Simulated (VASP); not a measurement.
# AlPdC4N4 (P-43m) in VASP: single point with PBE

Aim: the single point of AlPdC4N4 with PBE.

Everything below comes from runs of VASP 6.6.1. Logs are shortened: lines on timing, memory, paths and dates and some standing lists are left out, and cuts for length are marked.

## 1. The cell of the first run

Symmetry: P-43m, No. 215, cubic system. The conventional cell has a = 5.840 Å, b = 5.840 Å, c = 5.840 Å, α = 90.00°, β = 90.00°, γ = 90.00°. Within 2.4 Å of Al (site symmetry -43m) lie 4 N at 1.84 Å. Within 2.7 Å of Pd (site symmetry -43m) lie 4 C at 2.04 Å. Within 1.6 Å of C (site symmetry 3m) lie 1 N at 1.18 Å. Within 1.6 Å of N (site symmetry 3m) lie 1 C at 1.18 Å.

## 2. Single point, PBE, collinear spin

Contents of INCAR:

```
  PREC = Accurate
  ENCUT = 700
  EDIFF = 1E-6
  ISMEAR = 0
  SIGMA = 0.1
  LREAL = F
  LASPH = T
  NELM = 200
  ALGO = Normal
  ISIF = 2
  LWAVE = F
  LCHARG = F
  ISPIN = 2
  MAGMOM = 0 1 0 0 0 0 0 0 0 0
  LORBIT = 11
  LMAXMIX = 4
  GGA = PE
  NBANDS = 44
  GGA_COMPAT = F
```

Contents of KPOINTS:

```
Automatic mesh
0
Gamma
  4 4 4
```

Contents of POSCAR:

```
AlPdC4N4
1.0
    5.8399016716      0.0000000000      0.0000000000
    0.0000000000      5.8399016716      0.0000000000
    0.0000000000      0.0000000000      5.8399016716
Al Pd C N
1 1 4 4
Direct
    0.5000000000      0.5000000000      0.5000000000
    0.0000000000      0.0000000000      0.0000000000
    0.2015433087      0.2015433087      0.2015433087
    0.2015433087      0.7984566913      0.7984566913
    0.7984566913      0.2015433087      0.7984566913
    0.7984566913      0.7984566913      0.2015433087
    0.3178827423      0.3178827423      0.3178827423
    0.3178827423      0.6821172577      0.6821172577
    0.6821172577      0.3178827423      0.6821172577
    0.6821172577      0.6821172577      0.3178827423
```

Potentials or basis: VASP PAW PBE potentials, release 64 (Al, Pd_sv_GW, C, N).

Command:

```bash
$ cat potpaw_PBE.64/Al/POTCAR potpaw_PBE.64/Pd_sv_GW/POTCAR potpaw_PBE.64/C/POTCAR potpaw_PBE.64/N/POTCAR > POTCAR
$ mpirun -np 1 vasp_std > vasp.out
```

OUTCAR:

```text
PREC = Accurate
   ENCUT = 700
   EDIFF = 1E-6
   ISMEAR = 0
   LREAL = F
   LASPH = T
   NELM = 200
   ISIF = 2
   ISPIN = 2
   LORBIT = 11
   GGA = PE

 ion  position               nearest neighbor table
   1  0.500  0.500  0.500-   7 1.84   8 1.84   9 1.84  10 1.84
   2  0.000  0.000  0.000-   3 2.04   4 2.04   5 2.04   6 2.04
   3  0.202  0.202  0.202-   7 1.18   2 2.04
   4  0.202  0.798  0.798-   8 1.18   2 2.04
   5  0.798  0.202  0.798-   9 1.18   2 2.04
   6  0.798  0.798  0.202-  10 1.18   2 2.04
   7  0.318  0.318  0.318-   3 1.18   1 1.84
   8  0.318  0.682  0.682-   4 1.18   1 1.84
   9  0.682  0.318  0.682-   5 1.18   1 1.84
  10  0.682  0.682  0.318-   6 1.18   1 1.84

  LATTYP: Found a simple cubic cell.
 ALAT       =     5.8399016716

  Lattice vectors:

 A1 = (   5.8399016716,   0.0000000000,   0.0000000000)
 A2 = (   0.0000000000,   5.8399016716,   0.0000000000)
 A3 = (   0.0000000000,   0.0000000000,   5.8399016716)

Analysis of symmetry for initial positions (statically):
=====================================================================
 Subroutine PRICEL returns:
 Original cell was already a primitive cell.

 Routine SETGRP: Setting up the symmetry group for a
 simple cubic supercell.

 Subroutine GETGRP returns: Found 24 space group operations
 (whereof 24 operations were pure point group operations)
 out of a pool of 48 trial point group operations.

The static configuration has the point symmetry T_d .

Analysis of symmetry for dynamics (positions and initial velocities):
=====================================================================
 Subroutine PRICEL returns:
 Original cell was already a primitive cell.

 Routine SETGRP: Setting up the symmetry group for a
 simple cubic supercell.

 Subroutine GETGRP returns: Found 24 space group operations
 (whereof 24 operations were pure point group operations)
 out of a pool of 48 trial point group operations.

The dynamic configuration has the point symmetry T_d .

Analysis of structural, dynamic, and magnetic symmetry:
=====================================================================
 Subroutine PRICEL returns:
 Original cell was already a primitive cell.

 Routine SETGRP: Setting up the symmetry group for a
 simple cubic supercell.

 Subroutine GETGRP returns: Found 24 space group operations
 (whereof 24 operations were pure point group operations)
 out of a pool of 48 trial point group operations.

The overall configuration has the point symmetry T_d .

 Subroutine INISYM returns: Found 24 space group operations
 (whereof 24 operations are pure point group operations),
 and found     1 'primitive' translations

----------------------------------------------------------------------------------------

                                     Primitive cell

  volume of cell :     199.1666

  direct lattice vectors                    reciprocal lattice vectors
     5.839901672  0.000000000  0.000000000     0.171235760  0.000000000  0.000000000
     0.000000000  5.839901672  0.000000000     0.000000000  0.171235760  0.000000000
     0.000000000  0.000000000  5.839901672     0.000000000  0.000000000  0.171235760

  length of vectors
     5.839901672  5.839901672  5.839901672     0.171235760  0.171235760  0.171235760

  position of ions in fractional coordinates (direct lattice)
     0.500000000  0.500000000  0.500000000
     0.000000000  0.000000000  0.000000000
     0.201543309  0.201543309  0.201543309
     0.201543309  0.798456691  0.798456691
     0.798456691  0.201543309  0.798456691
     0.798456691  0.798456691  0.201543309
     0.317882742  0.317882742  0.317882742
     0.317882742  0.682117258  0.682117258
     0.682117258  0.317882742  0.682117258
     0.682117258  0.682117258  0.317882742

  ion indices of the primitive-cell ions
   primitive index   ion index
                 1           1
                 2           2
                 3           3
                 4           4
[... 55 lines left out ...]
   ISTART =      0    job   : 0-new  1-cont  2-samecut
   ICHARG =      2    charge: 1-file 2-atom 10-const
   ISPIN  =      2    spin polarized calculation?
   LNONCOLLINEAR =      F non collinear calculations
   LSORBIT =      F    spin-orbit coupling
   LASPH  =      T    aspherical Exc in radial PAW
   ENCUT  =  700.0 eV  51.45 Ry    7.17 a.u.  12.60 12.60 12.60*2*pi/ulx,y,z
   NELM   =    200;   NELMIN=  2; NELMDL= -5     # of ELM steps
   EDIFF  = 0.1E-05   stopping-criterion for ELM
   LREAL  =      F    real-space projection
   EDIFFG = 0.1E-04   stopping-criterion for IOM
   NSW    =      0    number of steps for IOM
   IBRION =     -1    ionic relax: 0-MD 1-quasi-New 2-CG
   NFREE  =      0    steps in history (QN), initial steepest desc. (CG)
   ISIF   =      2    stress and relaxation
   ISYM   =      2    0-nonsym 1-usesym 2-fastsym
   POTIM  = 0.5000    time-step for ionic-motion
   TEBEG  =    0.0;   TEEND  =   0.0 temperature during run
   PSTRESS=    0.0 pullay stress
   NELECT =      57.0000    total number of electrons
   NUPDOWN=      -1.0000    fix difference up-down
   EMIN   =  10.00;   EMAX   =-10.00  energy-range for DOS
   EFERMI =   0.00;   METHOD = LEGACY
   ISMEAR =     0;   SIGMA  =   0.10  broadening in eV -4-tet -1-fermi 0-gaus
   EFERMI_NEDOS =   21; number of points for ismear=-14 and -15
   IALGO  =     38    algorithm
   IMIX   =      4    mixing-type and parameters
     AMIX     =   0.40;   BMIX     =  1.00
     AMIX_MAG =   1.60;   BMIX_MAG =  1.00
  volume/ion in A,a.u.               =      19.92       134.40
  Fermi-wavevector in a.u.,A,eV,Ry     =   1.078850  2.038730 15.836046  1.163917
  Thomas-Fermi vector in A             =   2.214799
   LORBIT       =     11    0 simple, 1 ext, 2 COOP (PROOUT), +10 PAW based schemes
   GGA     = PE    functional components
   LHFCALC =     F    Hartree Fock is set to
   AEXX    =    0.0000 exact exchange contribution
   IVDW    =     0    specifies the selected vdW correction
   LEPSILON=     F    determine dielectric tensor
   LRPA    =     F    only Hartree local field effects (RPA)
 spin polarized calculation
 Gauss-broadening in eV      SIGMA  =   0.10
  energy-cutoff  :      700.00
  volume of cell :      199.17
 maximum number of plane-waves:      8417
   NGX = 25   NGY = 25   NGZ = 25

 number of electron      56.9999994 magnetization       0.9999358

 Free energy of the ion-electron system (eV)
  ---------------------------------------------------
  ext. energy  EPLUGINS =         0.00000000
  ---------------------------------------------------
  free energy    TOTEN  =       -75.80443978 eV

  energy without entropy =      -75.74670026  energy(sigma->0) =      -75.77557002

 E-fermi :  -0.5666     XC(G=0):  -7.3394

 val. band max:       -0.5686189014   @ k =   0.5000   0.2500   0.0000
 cond. band min:      -0.5591178185   @ k =   0.5000   0.2500   0.2500
 fundamental gap:      0.0095010829
 Fermi energy:        -0.5666162533

 spin component 1

 k-point     1 :       0.0000    0.0000    0.0000
  band No.  band energies     occupation
      1     -85.2005      1.00000
      2     -50.8957      1.00000
      3     -50.8957      1.00000
      4     -50.8957      1.00000
      5     -18.4794      1.00000
      6     -18.2507      1.00000
[... 419 lines left out ...]
     39       6.7464      0.00000
     40       6.7464      0.00000
 Fermi energy:        -0.5666162533

 spin component 2

 k-point     1 :       0.0000    0.0000    0.0000
  band No.  band energies     occupation
      1     -84.7836      1.00000
      2     -50.4689      1.00000
      3     -50.4689      1.00000
      4     -50.4689      1.00000
      5     -18.4352      1.00000
      6     -18.2053      1.00000
[... 419 lines left out ...]
     39       6.8019      0.00000
     40       6.8019      0.00000
 [bands above 40 left out]

------------------------ aborting loop because EDIFF is reached ----------------------------------------

  FORCE on cell =-STRESS in cart. coord.  units (eV):
  Direction    XX          YY          ZZ          XY          YZ          ZX
  --------------------------------------------------------------------------------------
  -------------------------------------------------------------------------------------
  Total        0.3199032      0.3199032      0.3199032      0.0000000      0.0000000     -0.0000000
  in kB        2.5734316      2.5734316      2.5734316      0.0000000      0.0000000     -0.0000000
  external PRESSURE =       2.5734316 kB  Pullay stress =       0.0000000 kB

 VOLUME and BASIS-vectors are now :
 -----------------------------------------------------------------------------
  energy-cutoff  :      700.00
  volume of cell :      199.17
      direct lattice vectors                 reciprocal lattice vectors
     5.839901672  0.000000000  0.000000000     0.171235760  0.000000000  0.000000000
     0.000000000  5.839901672  0.000000000     0.000000000  0.171235760  0.000000000
     0.000000000  0.000000000  5.839901672     0.000000000  0.000000000  0.171235760

 POSITION                                       TOTAL-FORCE (eV/Angst)
 -----------------------------------------------------------------------------------
      2.91995      2.91995      2.91995        -0.000000      0.000000     -0.000000
      0.00000      0.00000      0.00000        -0.000000      0.000000     -0.000000
      1.17699      1.17699      1.17699        -0.167452     -0.167452     -0.167452
      1.17699      4.66291      4.66291        -0.167452      0.167452      0.167452
      4.66291      1.17699      4.66291         0.167452     -0.167452      0.167452
      4.66291      4.66291      1.17699         0.167452      0.167452     -0.167452
      1.85640      1.85640      1.85640         0.197326      0.197326      0.197326
      1.85640      3.98350      3.98350         0.197326     -0.197326     -0.197326
      3.98350      1.85640      3.98350        -0.197326      0.197326     -0.197326
      3.98350      3.98350      1.85640        -0.197326     -0.197326      0.197326
 -----------------------------------------------------------------------------------
    total drift:                               -0.000000     -0.000000     -0.000000

  FREE ENERGIE OF THE ION-ELECTRON SYSTEM (eV)
  ---------------------------------------------------
  free  energy   TOTEN  =       -75.8044397849 eV

  energy  without entropy=      -75.7467002574  energy(sigma->0) =      -75.77557002

 total charge

# of ion       s       p       d       f       tot
--------------------------------------------------
    1        0.335   0.424   0.000   0.000   0.759
    2        2.167   6.219   7.227   0.017  15.630
    3        0.958   1.559   0.000   0.000   2.517
    4        0.958   1.559   0.000   0.000   2.517
    5        0.958   1.559   0.000   0.000   2.517
    6        0.958   1.559   0.000   0.000   2.517
    7        1.286   2.666   0.000   0.000   3.952
    8        1.286   2.666   0.000   0.000   3.952
    9        1.286   2.666   0.000   0.000   3.952
   10        1.286   2.666   0.000   0.000   3.952
--------------------------------------------------
tot         11.477  23.545   7.227   0.017  42.265

 magnetization (x)

# of ion       s       p       d       f       tot
--------------------------------------------------
    1        0.000   0.001   0.000   0.000   0.001
    2        0.001   0.031   0.482   0.000   0.514
    3        0.013   0.019   0.000   0.000   0.031
    4        0.013   0.019   0.000   0.000   0.031
    5        0.013   0.019   0.000   0.000   0.031
    6        0.013   0.019   0.000   0.000   0.031
    7        0.002   0.021   0.000   0.000   0.022
    8        0.002   0.021   0.000   0.000   0.022
    9        0.002   0.021   0.000   0.000   0.022
   10        0.002   0.021   0.000   0.000   0.022
--------------------------------------------------
tot          0.060   0.189   0.482   0.000   0.731
```

Run time: 9.9 min. Hardware: 1 thread of AMD EPYC 7R43 (Zen 3), shared host; peak memory 0.53 GiB.

Results:

| Property | Result |
| --- | --- |
| Free energy | -75.8044 eV |
| Pressure | 0.3 GPa |
| Largest force | 0.342 eV/Å |
| Band gap on the k mesh | zero (filled and empty bands overlap) |
| Net moment | 1.00 μB per cell |
| Site moments | Al +0.00; Pd +0.51; C +0.03; N +0.02 μB |
| Valence electrons inside the program's atomic spheres | Al 0.76; Pd 15.63; C 2.52; N 3.95 |

Forces in eV/Å, atoms in the order of the input:
```
Al   0.000  0.000  0.000
Pd   0.000  0.000  0.000
C   -0.167 -0.167 -0.167
C   -0.167  0.167  0.167
C    0.167 -0.167  0.167
C    0.167  0.167 -0.167
N    0.197  0.197  0.197
N    0.197 -0.197 -0.197
N   -0.197  0.197 -0.197
N   -0.197 -0.197  0.197
```
